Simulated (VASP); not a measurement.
# SnTe3 (Fm-3m) in VASP: settings compared, part 2 of 2

VASP 6.6.1. Earlier steps stand in the parts before.

### Step 4. Relaxation of cell and atoms, PBEsol+D4

The input, INCAR:

```
SYSTEM = SnTe3
ALGO     = Normal         ! electronic algorithm
EDIFF    = 1E-7           ! SCF threshold, eV
EDIFFG   = -0.01          ! ionic threshold
ENCUT    = 600            ! plane-wave cutoff, eV
GGA      = PS             ! functional
IBRION   = 2              ! ionic algorithm
ISIF     = 3              ! what is computed and relaxed
ISMEAR   = -1             ! smearing method
IVDW     = 13             ! dispersion correction
LASPH    = .True.         ! aspherical terms in the spheres
LCHARG   = .False.        ! write CHGCAR
LREAL    = .False.        ! projectors in reciprocal space
LWAVE    = .False.        ! write WAVECAR
NELM     = 100            ! most SCF steps
NSW      = 60             ! ionic steps
PREC     = Accurate       ! precision mode
SIGMA    = 0.05           ! smearing width, eV
```

The input, KPOINTS:

```
k-points
0
Gamma
  6 6 6
  0 0 0
```

The input, POSCAR:

```
SnTe3
1.0
    0.0000000000      3.8612190000      3.8612190000
    3.8612190000      0.0000000000      3.8612190000
    3.8612190000      3.8612190000      0.0000000000
Te Sn
3 1
Direct
    0.5000000000      0.5000000000      0.5000000000
    0.7500000000      0.7500000000      0.7500000000
    0.2500000000      0.2500000000      0.2500000000
    0.0000000000      0.0000000000      0.0000000000
```

Potentials or basis: VASP PAW PBE potentials, release 64 (Te, Sn_d).

Started as:

```
$ cat potpaw_PBE.64/Te/POTCAR potpaw_PBE.64/Sn_d/POTCAR > POTCAR
$ mpirun -np 1 vasp_std > vasp.out
```

OUTCAR:

```text
SYSTEM = SnTe3
   EDIFF = 1E-7
   EDIFFG = -0.01
   ENCUT = 600
   GGA = PS
   IBRION = 2
   ISIF = 3
   ISMEAR = -1
   IVDW = 13
   LASPH = .True.
   LREAL = .False.
   NELM = 100
   NSW = 60
   PREC = Accurate

 ion  position               nearest neighbor table
   1  0.500  0.500  0.500-   3 3.34   3 3.34   3 3.34   2 3.34   3 3.34   2 3.34   2 3.34   2 3.34

   2  0.750  0.750  0.750-   1 3.34   1 3.34   1 3.34   1 3.34   4 3.34   4 3.34   4 3.34   4 3.34

   3  0.250  0.250  0.250-   4 3.34   4 3.34   4 3.34   1 3.34   4 3.34   1 3.34   1 3.34   1 3.34

   4  0.000  0.000  0.000-   2 3.34   2 3.34   2 3.34   2 3.34   3 3.34   3 3.34   3 3.34   3 3.34

  LATTYP: Found a face centered cubic cell.
 ALAT       =     7.7224380000

  Lattice vectors:

 A1 = (   0.0000000000,   3.8612190000,   3.8612190000)
 A2 = (   3.8612190000,   0.0000000000,   3.8612190000)
 A3 = (   3.8612190000,   3.8612190000,   0.0000000000)

Analysis of symmetry for initial positions (statically):
=====================================================================
 Subroutine PRICEL returns:
 Original cell was already a primitive cell.

 Routine SETGRP: Setting up the symmetry group for a
 face centered cubic supercell.

 Subroutine GETGRP returns: Found 48 space group operations
 (whereof 48 operations were pure point group operations)
 out of a pool of 48 trial point group operations.

The static configuration has the point symmetry O_h .

Analysis of symmetry for dynamics (positions and initial velocities):
=====================================================================
 Subroutine PRICEL returns:
 Original cell was already a primitive cell.

 Routine SETGRP: Setting up the symmetry group for a
 face centered cubic supercell.

 Subroutine GETGRP returns: Found 48 space group operations
 (whereof 48 operations were pure point group operations)
 out of a pool of 48 trial point group operations.

The dynamic configuration has the point symmetry O_h .

 Subroutine INISYM returns: Found 48 space group operations
 (whereof 48 operations are pure point group operations),
 and found     1 'primitive' translations

----------------------------------------------------------------------------------------

                                     Primitive cell
[... 86 lines left out ...]
   EDIFF  = 0.1E-06   stopping-criterion for ELM
   LREAL  =      F    real-space projection
   EDIFFG = -.1E-01   stopping-criterion for IOM
   NSW    =     60    number of steps for IOM
   IBRION =      2    ionic relax: 0-MD 1-quasi-New 2-CG
   NFREE  =      1    steps in history (QN), initial steepest desc. (CG)
   ISIF   =      3    stress and relaxation
   ISYM   =      2    0-nonsym 1-usesym 2-fastsym
   POTIM  = 0.5000    time-step for ionic-motion
   TEBEG  =    0.0;   TEEND  =   0.0 temperature during run
   PSTRESS=    0.0 pullay stress
   NELECT =      32.0000    total number of electrons
   NUPDOWN=      -1.0000    fix difference up-down
   EMIN   =  10.00;   EMAX   =-10.00  energy-range for DOS
   EFERMI =   0.00;   METHOD = LEGACY
   ISMEAR =    -1;   SIGMA  =   0.05  broadening in eV -4-tet -1-fermi 0-gaus
   EFERMI_NEDOS =   21; number of points for ismear=-14 and -15
   IALGO  =     38    algorithm
   IMIX   =      4    mixing-type and parameters
     AMIX     =   0.40;   BMIX     =  1.00
     AMIX_MAG =   1.60;   BMIX_MAG =  1.00
  volume/ion in A,a.u.               =      28.78       194.24
  Fermi-wavevector in a.u.,A,eV,Ry     =   1.068375  2.018936 15.530032  1.141425
  Thomas-Fermi vector in A             =   2.204021
   LORBIT       =      0    0 simple, 1 ext, 2 COOP (PROOUT), +10 PAW based schemes
   GGA     = PS    functional components
   LHFCALC =     F    Hartree Fock is set to
   AEXX    =    0.0000 exact exchange contribution
   IVDW    =    13    specifies the selected vdW correction
   LEPSILON=     F    determine dielectric tensor
   LRPA    =     F    only Hartree local field effects (RPA)
 conjugate gradient relaxation of ions
 non-spin polarized calculation
  energy-cutoff  :      600.00
  volume of cell :      115.13
 maximum number of plane-waves:      3860
 NGX is ok and might be reduce to    48
   NGX = 21   NGY = 21   NGZ = 21

--------------------------------------- Ionic step        1  -------------------------------------------

 number of electron      32.0000003 magnetization

 Free energy of the ion-electron system (eV)
  ---------------------------------------------------
  ext. energy  EPLUGINS =         0.00000000
  ---------------------------------------------------
  free energy    TOTEN  =       -14.37253023 eV

  energy without entropy =      -14.33877937  energy(sigma->0) =      -14.35565480

------------------------ aborting loop because EDIFF is reached ----------------------------------------

  DFT-D4 for vdW energy calculation

  Edisp (eV):   -1.17920
[... 75 lines left out ...]
--------------------------------------- Ionic step        3  -------------------------------------------

 number of electron      32.0000002 magnetization

 Free energy of the ion-electron system (eV)
  ---------------------------------------------------
  ext. energy  EPLUGINS =         0.00000000
  ---------------------------------------------------
  free energy    TOTEN  =       -14.41066749 eV

  energy without entropy =      -14.37089462  energy(sigma->0) =      -14.39078105

 E-fermi :   8.7910     XC(G=0): -10.5538

 val. band max:        8.7847101547   @ k =   0.3333   0.1667   0.0000
 cond. band min:       8.8087335911   @ k =   0.3333   0.3333   0.0000
 fundamental gap:      0.0240234364
 Fermi energy:         8.7909602625

 k-point     1 :       0.0000    0.0000    0.0000
  band No.  band energies     occupation
      1     -12.7208      2.00000
      2     -12.7208      2.00000
      3     -12.7208      2.00000
      4     -12.7130      2.00000
      5     -12.7130      2.00000
      6      -5.3938      2.00000
[... 392 lines left out ...]
  FREE ENERGIE OF THE ION-ELECTRON SYSTEM (eV)
  ---------------------------------------------------
  free  energy   TOTEN  =       -15.6952189240 eV

  energy  without entropy=      -15.6554460473  energy(sigma->0) =      -15.67533249

 reached required accuracy - stopping structural energy minimisation
```

Wall time 80 s (1 thread of Intel Xeon 6975P-C (Granite Rapids), shared host); peak memory 0.36 GiB.

Results:

```yaml
Free_energy: -15.6952 eV
Relaxed_volume: 26.36 Å³/atom
Relaxed_cell: a = 5.303 Å, b = 5.303 Å, c = 5.303 Å, α = 60.00°, β = 60.00°, γ = 60.00°
Space_group_after_relaxing_to_0.05_Å: Fm-3m (No. 225)
Energy_gained_by_relaxing: 35.9 meV/atom
Ionic_steps: 3
Pressure_after_relaxing: 0.0 GPa
Band_gap_on_the_k_mesh: zero (band 16 reaches 9.18 eV, above the bottom of band 17 at 6.67 eV)
Dispersion_energy_per_atom: -0.321 eV
```

The path:
| step | energy change (eV) | largest force (eV/Å) | pressure (GPa) | volume (Å³) |
| --- | --- | --- | --- | --- |
| 1 | 0.0000 | 0.0000 | -4.39 | 115.13 |
| 2 | -0.1270 | 0.0000 | 1.86 | 102.49 |
| 3 | -0.1435 | 0.0000 | 0.00 | 105.44 |

Final structure:
```
Te Sn
1.0
     0.00000    3.74969    3.74969
     3.74969    0.00000    3.74969
     3.74969    3.74969    0.00000
Te Sn
3 1
Cartesian
  3.7497 3.7497 3.7497
  5.6245 5.6245 5.6245
  1.8748 1.8748 1.8748
  0.0000 0.0000 0.0000
```

Caveat: the PAW data sets were made with another functional, which shifts forces and pressure a little; spin-orbit coupling is left out, which moves the levels of the heavy elements; pairwise dispersion overbinds metals, which lowers pressure and volume.

### Step 5. The runs side by side

| level | gap on the mesh (eV) | pressure (GPa) | relaxed volume (Å³/atom) |
| --- | --- | --- | --- |
| PBEsol | none | 0.0 | 27.21 |
| PBEsol+D3(BJ) | none | 0.0 | 25.83 |
| PBEsol+D4 | none | 0.0 | 26.36 |

Alike in all rows: task relaxation of cell and atoms; potentials or basis VASP PAW PBE potentials, release 64 (Te, Sn_d); no spin polarisation; cell relaxed; k mesh 6 × 6 × 6; cutoff (eV) 600; smearing fermi-dirac 0.05 eV.

Caveats: the PAW data sets were made with another functional, which shifts forces and pressure a little; spin-orbit coupling is left out, which moves the levels of the heavy elements; pairwise dispersion overbinds metals, which lowers pressure and volume (some runs).

Absolute energies hang on the potentials; compare differences alone.
